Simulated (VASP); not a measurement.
# Zn (Pm-3m) in VASP: notebook

Zn is run at these levels: revPBE; tasks: single point.

Program: VASP 6.6.1. These are calculated values, not measurements. Logs are shortened: lines on timing, memory, paths and dates and some standing lists are left out, and cuts for length are marked.

### 1 The cell of the first run

It takes space group Pm-3m (No. 221, cubic). Conventional cell: a = 2.551 Å, b = 2.551 Å, c = 2.551 Å, α = 90.00°, β = 90.00°, γ = 90.00°. Within 3.4 Å of Zn (site symmetry m-3m) lie 6 Zn at 2.55 Å.

### 2 Single point, revPBE (volume scaled by 0.88)

The input, INCAR:

```
ALGO = Normal
EDIFF = 1E-6
ENCUT = 520
GGA = RE
ISIF = 2
ISMEAR = -1
LASPH = T
LCHARG = T
LELF = T
LREAL = F
LVHAR = T
LWAVE = F
NBANDS = 12
NELM = 80
PREC = Accurate
SIGMA = 0.1
```

The input, KPOINTS:

```
k-points
0
Gamma
  13 13 13
```

The input, POSCAR:

```
Zn
1.0
    2.5511933865      0.0000000000      0.0000000000
    0.0000000000      2.5511933865      0.0000000000
    0.0000000000      0.0000000000      2.5511933865
Zn
1
Direct
    0.0000000000      0.0000000000      0.0000000000
```

Potentials or basis: VASP PAW PBE potentials, release 64 (Zn).

On the command line:

```
$ cat potpaw_PBE.64/Zn/POTCAR > POTCAR
$ mpirun -np 1 vasp_std > vasp.out
```

OUTCAR:

```text
EDIFF = 1E-6
   ENCUT = 520
   GGA = RE
   ISIF = 2
   ISMEAR = -1
   LASPH = T
   LREAL = F
   NELM = 80
   PREC = Accurate

 ion  position               nearest neighbor table
   1  0.000  0.000  0.000-

  LATTYP: Found a simple cubic cell.
 ALAT       =     2.5511933865

  Lattice vectors:

 A1 = (   2.5511933865,   0.0000000000,   0.0000000000)
 A2 = (   0.0000000000,   2.5511933865,   0.0000000000)
 A3 = (   0.0000000000,   0.0000000000,   2.5511933865)

Analysis of symmetry for initial positions (statically):
=====================================================================
 Subroutine PRICEL returns:
 Original cell was already a primitive cell.

 Routine SETGRP: Setting up the symmetry group for a
 simple cubic supercell.

 Subroutine GETGRP returns: Found 48 space group operations
 (whereof 48 operations were pure point group operations)
 out of a pool of 48 trial point group operations.

The static configuration has the point symmetry O_h .

Analysis of symmetry for dynamics (positions and initial velocities):
=====================================================================
 Subroutine PRICEL returns:
 Original cell was already a primitive cell.

 Routine SETGRP: Setting up the symmetry group for a
 simple cubic supercell.

 Subroutine GETGRP returns: Found 48 space group operations
 (whereof 48 operations were pure point group operations)
 out of a pool of 48 trial point group operations.

The dynamic configuration has the point symmetry O_h .

 Subroutine INISYM returns: Found 48 space group operations
 (whereof 48 operations are pure point group operations),
 and found     1 'primitive' translations

----------------------------------------------------------------------------------------

                                     Primitive cell

  volume of cell :      16.6047

  direct lattice vectors                    reciprocal lattice vectors
     2.551193387  0.000000000  0.000000000     0.391973421  0.000000000  0.000000000
     0.000000000  2.551193387  0.000000000     0.000000000  0.391973421  0.000000000
     0.000000000  0.000000000  2.551193387     0.000000000  0.000000000  0.391973421

  length of vectors
     2.551193387  2.551193387  2.551193387     0.391973421  0.391973421  0.391973421

  position of ions in fractional coordinates (direct lattice)
     0.000000000  0.000000000  0.000000000

  ion indices of the primitive-cell ions
   primitive index   ion index
                 1           1
[... 73 lines left out ...]
   LREAL  =      F    real-space projection
   EDIFFG = 0.1E-04   stopping-criterion for IOM
   NSW    =      0    number of steps for IOM
   IBRION =     -1    ionic relax: 0-MD 1-quasi-New 2-CG
   NFREE  =      0    steps in history (QN), initial steepest desc. (CG)
   ISIF   =      2    stress and relaxation
   ISYM   =      2    0-nonsym 1-usesym 2-fastsym
   POTIM  = 0.5000    time-step for ionic-motion
   TEBEG  =    0.0;   TEEND  =   0.0 temperature during run
   PSTRESS=    0.0 pullay stress
   NELECT =      12.0000    total number of electrons
   NUPDOWN=      -1.0000    fix difference up-down
   EMIN   =  10.00;   EMAX   =-10.00  energy-range for DOS
   EFERMI =   0.00;   METHOD = LEGACY
   ISMEAR =    -1;   SIGMA  =   0.10  broadening in eV -4-tet -1-fermi 0-gaus
   EFERMI_NEDOS =   21; number of points for ismear=-14 and -15
   IALGO  =     38    algorithm
   IMIX   =      4    mixing-type and parameters
     AMIX     =   0.40;   BMIX     =  1.00
     AMIX_MAG =   1.60;   BMIX_MAG =  1.00
  volume/ion in A,a.u.               =      16.60       112.05
  Fermi-wavevector in a.u.,A,eV,Ry     =   1.469124  2.776242 29.365810  2.158326
  Thomas-Fermi vector in A             =   2.584539
   LORBIT       =      0    0 simple, 1 ext, 2 COOP (PROOUT), +10 PAW based schemes
   GGA     = RE    functional components
   LHFCALC =     F    Hartree Fock is set to
   AEXX    =    0.0000 exact exchange contribution
   IVDW    =     0    specifies the selected vdW correction
   LEPSILON=     F    determine dielectric tensor
   LRPA    =     F    only Hartree local field effects (RPA)
 non-spin polarized calculation
  energy-cutoff  :      520.00
  volume of cell :       16.60
 maximum number of plane-waves:       461
 NGX is ok and might be reduce to    20
   NGX =  9   NGY =  9   NGZ =  9

 number of electron      11.9999993 magnetization

 Free energy of the ion-electron system (eV)
  ---------------------------------------------------
  ext. energy  EPLUGINS =         0.00000000
  ---------------------------------------------------
  free energy    TOTEN  =        -0.55642125 eV

  energy without entropy =       -0.54654858  energy(sigma->0) =       -0.55148492

 E-fermi :   2.4910     XC(G=0): -10.9302

 val. band max:        2.4815322273   @ k =   0.4615   0.3077   0.0000
 cond. band min:       2.5920169457   @ k =   0.3846   0.0000   0.0000
 fundamental gap:      0.1104847184
 Fermi energy:         2.4909818320

 k-point     1 :       0.0000    0.0000    0.0000
  band No.  band energies     occupation
      1      -7.1433      2.00000
      2      -5.7424      2.00000
      3      -5.7424      2.00000
      4      -4.3926      2.00000
      5      -4.3926      2.00000
      6      -4.3926      2.00000
      7      15.4411      0.00000
      8      15.4411      0.00000
      9      15.4411      0.00000
     10      18.3580      0.00000
     11      18.3580      0.00000
     12      21.4733      0.00000
[... 331 lines left out ...]
 k-point    24 :       0.3846    0.3077    0.0000
  band No.  band energies     occupation
      1      -5.4765      2.00000
      2      -5.4069      2.00000
      3      -4.6956      2.00000
      4      -4.6186      2.00000
      5      -4.6109      2.00000
      6      -1.0149      2.00000
      7       4.4757      0.00000
      8       8.8194      0.00000
      9      14.2766      0.00000
     10      21.6752      0.00000
     11      23.6006      0.00000
     12      27.9408      0.00000

 [... further k-points ...]
[... 5 lines left out ...]
  --------------------------------------------------------------------------------------
  -------------------------------------------------------------------------------------
  Total        0.8040401      0.8040401      0.8040401      0.0000000      0.0000000     -0.0000000
  in kB       77.5814954     77.5814954     77.5814954      0.0000000      0.0000000     -0.0000000
  external PRESSURE =      77.5814954 kB  Pullay stress =       0.0000000 kB

 VOLUME and BASIS-vectors are now :
 -----------------------------------------------------------------------------
  energy-cutoff  :      520.00
  volume of cell :       16.60
      direct lattice vectors                 reciprocal lattice vectors
     2.551193387  0.000000000  0.000000000     0.391973421  0.000000000  0.000000000
     0.000000000  2.551193387  0.000000000     0.000000000  0.391973421  0.000000000
     0.000000000  0.000000000  2.551193387     0.000000000  0.000000000  0.391973421

 POSITION                                       TOTAL-FORCE (eV/Angst)
 -----------------------------------------------------------------------------------
      0.00000      0.00000      0.00000         0.000000      0.000000      0.000000
 -----------------------------------------------------------------------------------
    total drift:                               -0.000000      0.000000      0.000000

  FREE ENERGIE OF THE ION-ELECTRON SYSTEM (eV)
  ---------------------------------------------------
  free  energy   TOTEN  =        -0.5564212507 eV

  energy  without entropy=       -0.5465485827  energy(sigma->0) =       -0.55148492
```

OSZICAR:

```text
N       E                     dE             d eps       ncg     rms          rms(c)
DAV:   1     0.439509315087E+02    0.43951E+02   -0.65603E+03  2108   0.154E+03
DAV:   2     0.838412606694E+00   -0.43113E+02   -0.40843E+02  2084   0.213E+02
DAV:   3    -0.631222593408E+00   -0.14696E+01   -0.14673E+01  2328   0.388E+01
DAV:   4    -0.635045724155E+00   -0.38231E-02   -0.38229E-02  2188   0.195E+00
DAV:   5    -0.635049347545E+00   -0.36234E-05   -0.36234E-05  2324   0.581E-02    0.244E+00
DAV:   6    -0.562249691182E+00    0.72800E-01   -0.37514E-01  2400   0.121E+01    0.183E+00
DAV:   7    -0.558208220244E+00    0.40415E-02   -0.77322E-03  2116   0.158E+00    0.914E-01
DAV:   8    -0.556409618536E+00    0.17986E-02   -0.13897E-03  2284   0.463E-01    0.266E-02
DAV:   9    -0.556420216321E+00   -0.10598E-04   -0.78527E-05  2608   0.978E-02    0.184E-02
DAV:  10    -0.556421482242E+00   -0.12659E-05   -0.27746E-06  2224   0.205E-02    0.194E-03
DAV:  11    -0.556421250651E+00    0.23159E-06   -0.16012E-07  1160   0.752E-03
   1 F= -.55642125E+00 E0= -.55148492E+00  d E =-.987267E-02
```

stdout:

```text
POSCAR found type information on POSCAR Zn
 POSCAR found :  1 types and       1 ions
 scaLAPACK will be used
 -----------------------------------------------------------------------------
|                                                                             |
|                                                                             |
|     You enforced a specific xc type in the INCAR file but a different       |
|     I HOPE YOU KNOW WHAT YOU ARE DOING!                                     |
|                                                                             |
 -----------------------------------------------------------------------------

 LDA part: xc-table for (Slater+PW92), standard interpolation
 POSCAR, INCAR and KPOINTS ok, starting setup
 FFT: planning ... GRIDC
 FFT: planning ... GRID_SOFT
 FFT: planning ... GRID
 WAVECAR not read
 entering main loop
```

Wall time 11 s (1 thread of Intel Xeon Platinum 8259CL at 2.50GHz (Skylake/Cascade Lake), shared host); peak memory 0.13 GiB.

Results:

```
Free energy            : -0.5564 eV
Pressure               : 7.8 GPa
Band gap on the k mesh : zero (band 6 reaches 7.40 eV, above the bottom of band 7 at 0.45 eV)
```

Levels at points of the mesh, in eV from the Fermi level:
| k point | band 3 | band 4 | band 5 | band 6 | band 7 | band 8 | band 9 | band 10 |
| --- | --- | --- | --- | --- | --- | --- | --- | --- |
| (0.00, 0.00, 0.00) | -8.23 | -6.88 | -6.88 | -6.88 | 12.95 | 12.95 | 12.95 | 15.87 |

Caveat: the PAW data sets were made with another functional, which shifts forces and pressure a little.

### 3 Single point, revPBE (volume scaled by 0.92)

The input, INCAR:

```
SYSTEM = Zn
  ALGO = Normal
  EDIFF = 1E-6
  ENCUT = 520
  GGA = RE
  ISIF = 2
  ISMEAR = -1
  LASPH = .True.
  LCHARG = .False.
  LREAL = .False.
  LWAVE = .False.
  NBANDS = 12
  NELM = 60
  PREC = Accurate
  SIGMA = 0.1
```

The input, KPOINTS:

```
k-points
0
Gamma
  13 13 13
  0 0 0
```

The input, POSCAR:

```
Zn
1.0
    2.5892765144      0.0000000000      0.0000000000
    0.0000000000      2.5892765144      0.0000000000
    0.0000000000      0.0000000000      2.5892765144
Zn
1
Direct
    0.0000000000      0.0000000000      0.0000000000
```

Potentials or basis: VASP PAW PBE potentials, release 64 (Zn).

On the command line:

```
$ cat potpaw_PBE.64/Zn/POTCAR > POTCAR
$ mpirun -np 1 vasp_std > vasp.out
```

OUTCAR:

```text
SYSTEM = Zn
   EDIFF = 1E-6
   ENCUT = 520
   GGA = RE
   ISIF = 2
   ISMEAR = -1
   LASPH = .True.
   LREAL = .False.
   NELM = 60
   PREC = Accurate

 ion  position               nearest neighbor table
   1  0.000  0.000  0.000-

  LATTYP: Found a simple cubic cell.
 ALAT       =     2.5892765144

  Lattice vectors:

 A1 = (   2.5892765144,   0.0000000000,   0.0000000000)
 A2 = (   0.0000000000,   2.5892765144,   0.0000000000)
 A3 = (   0.0000000000,   0.0000000000,   2.5892765144)

Analysis of symmetry for initial positions (statically):
=====================================================================
 Subroutine PRICEL returns:
 Original cell was already a primitive cell.

 Routine SETGRP: Setting up the symmetry group for a
 simple cubic supercell.

 Subroutine GETGRP returns: Found 48 space group operations
 (whereof 48 operations were pure point group operations)
 out of a pool of 48 trial point group operations.

The static configuration has the point symmetry O_h .

Analysis of symmetry for dynamics (positions and initial velocities):
=====================================================================
 Subroutine PRICEL returns:
 Original cell was already a primitive cell.

 Routine SETGRP: Setting up the symmetry group for a
 simple cubic supercell.

 Subroutine GETGRP returns: Found 48 space group operations
 (whereof 48 operations were pure point group operations)
 out of a pool of 48 trial point group operations.

The dynamic configuration has the point symmetry O_h .

 Subroutine INISYM returns: Found 48 space group operations
 (whereof 48 operations are pure point group operations),
 and found     1 'primitive' translations

----------------------------------------------------------------------------------------

                                     Primitive cell

  volume of cell :      17.3594

[... 105 lines left out ...]
     AMIX     =   0.40;   BMIX     =  1.00
     AMIX_MAG =   1.60;   BMIX_MAG =  1.00
  volume/ion in A,a.u.               =      17.36       117.15
  Fermi-wavevector in a.u.,A,eV,Ry     =   1.447516  2.735409 28.508336  2.095304
  Thomas-Fermi vector in A             =   2.565462
   LORBIT       =      0    0 simple, 1 ext, 2 COOP (PROOUT), +10 PAW based schemes
   GGA     = RE    functional components
   LHFCALC =     F    Hartree Fock is set to
   AEXX    =    0.0000 exact exchange contribution
   IVDW    =     0    specifies the selected vdW correction
   LEPSILON=     F    determine dielectric tensor
   LRPA    =     F    only Hartree local field effects (RPA)
 non-spin polarized calculation
  energy-cutoff  :      520.00
  volume of cell :       17.36
 maximum number of plane-waves:       477
 NGX is ok and might be reduce to    20
   NGX =  9   NGY =  9   NGZ =  9

 number of electron      11.9999964 magnetization

 Free energy of the ion-electron system (eV)
  ---------------------------------------------------
  ext. energy  EPLUGINS =         0.00000000
  ---------------------------------------------------
  free energy    TOTEN  =        -0.58535527 eV

  energy without entropy =       -0.57524982  energy(sigma->0) =       -0.58030255

 E-fermi :   2.2114     XC(G=0): -10.7066

 val. band max:        2.0802318323   @ k =   0.3846   0.3846   0.3077
 cond. band min:       2.2274804661   @ k =   0.4615   0.3077   0.0000
 fundamental gap:      0.1472486338
 Fermi energy:         2.2114467214

 k-point     1 :       0.0000    0.0000    0.0000
  band No.  band energies     occupation
      1      -7.1078      2.00000
      2      -5.8687      2.00000
      3      -5.8687      2.00000
      4      -4.6232      2.00000
      5      -4.6232      2.00000
      6      -4.6232      2.00000
      7      14.7875      0.00000
      8      14.7875      0.00000
      9      14.7875      0.00000
     10      17.6730      0.00000
     11      17.6730      0.00000
     12      20.5806      0.00000
[... 331 lines left out ...]
 k-point    24 :       0.3846    0.3077    0.0000
  band No.  band energies     occupation
      1      -5.6190      2.00000
      2      -5.5462      2.00000
      3      -4.9021      2.00000
      4      -4.8248      2.00000
      5      -4.8242      2.00000
      6      -1.2024      2.00000
      7       4.1556      0.00000
      8       8.3126      0.00000
      9      13.7002      0.00000
     10      20.7629      0.00000
     11      22.8022      0.00000
     12      27.0176      0.00000

 [... further k-points ...]
[... 5 lines left out ...]
  --------------------------------------------------------------------------------------
  -------------------------------------------------------------------------------------
  Total        0.4985305      0.4985305      0.4985305     -0.0000000     -0.0000000      0.0000000
  in kB       46.0115628     46.0115628     46.0115628     -0.0000000     -0.0000000      0.0000000
  external PRESSURE =      46.0115628 kB  Pullay stress =       0.0000000 kB

 VOLUME and BASIS-vectors are now :
 -----------------------------------------------------------------------------
  energy-cutoff  :      520.00
  volume of cell :       17.36
      direct lattice vectors                 reciprocal lattice vectors
     2.589276514  0.000000000  0.000000000     0.386208269  0.000000000  0.000000000
     0.000000000  2.589276514  0.000000000     0.000000000  0.386208269  0.000000000
     0.000000000  0.000000000  2.589276514     0.000000000  0.000000000  0.386208269

 POSITION                                       TOTAL-FORCE (eV/Angst)
 -----------------------------------------------------------------------------------
      0.00000      0.00000      0.00000         0.000000      0.000000      0.000000
 -----------------------------------------------------------------------------------
    total drift:                               -0.000000      0.000000      0.000000

  FREE ENERGIE OF THE ION-ELECTRON SYSTEM (eV)
  ---------------------------------------------------
  free  energy   TOTEN  =        -0.5853552691 eV

  energy  without entropy=       -0.5752498244  energy(sigma->0) =       -0.58030255
```

OSZICAR:

```text
N       E                     dE             d eps       ncg     rms          rms(c)
DAV:   1     0.430358101792E+02    0.43036E+02   -0.65384E+03  2048   0.151E+03
DAV:   2     0.708572781302E+00   -0.42327E+02   -0.40043E+02  2076   0.210E+02
DAV:   3    -0.651782998729E+00   -0.13604E+01   -0.13578E+01  2376   0.375E+01
DAV:   4    -0.655466160824E+00   -0.36832E-02   -0.36830E-02  2172   0.198E+00
DAV:   5    -0.655469577342E+00   -0.34165E-05   -0.34168E-05  2356   0.570E-02    0.220E+00
DAV:   6    -0.590202947372E+00    0.65267E-01   -0.33649E-01  2396   0.114E+01    0.168E+00
DAV:   7    -0.586862895562E+00    0.33401E-02   -0.73628E-03  2136   0.147E+00    0.843E-01
DAV:   8    -0.585341558509E+00    0.15213E-02   -0.13317E-03  2260   0.440E-01    0.291E-02
DAV:   9    -0.585354047847E+00   -0.12489E-04   -0.74031E-05  2616   0.970E-02    0.174E-02
DAV:  10    -0.585355464716E+00   -0.14169E-05   -0.31647E-06  2184   0.233E-02    0.179E-03
DAV:  11    -0.585355269076E+00    0.19564E-06   -0.14870E-07  1152   0.711E-03
   1 F= -.58535527E+00 E0= -.58030255E+00  d E =-.101054E-01
```

Wall time 11 s (1 thread of Intel Xeon Platinum 8259CL at 2.50GHz (Skylake/Cascade Lake), shared host); peak memory 0.13 GiB.

What came out:

```yaml
Free_energy: -0.5854 eV
Pressure: 4.6 GPa
Band_gap_on_the_k_mesh: zero (band 6 reaches 6.96 eV, above the bottom of band 7 at 0.21 eV)
```

Caveat: the PAW data sets were made with another functional, which shifts forces and pressure a little.

[end of part 1 of 2]
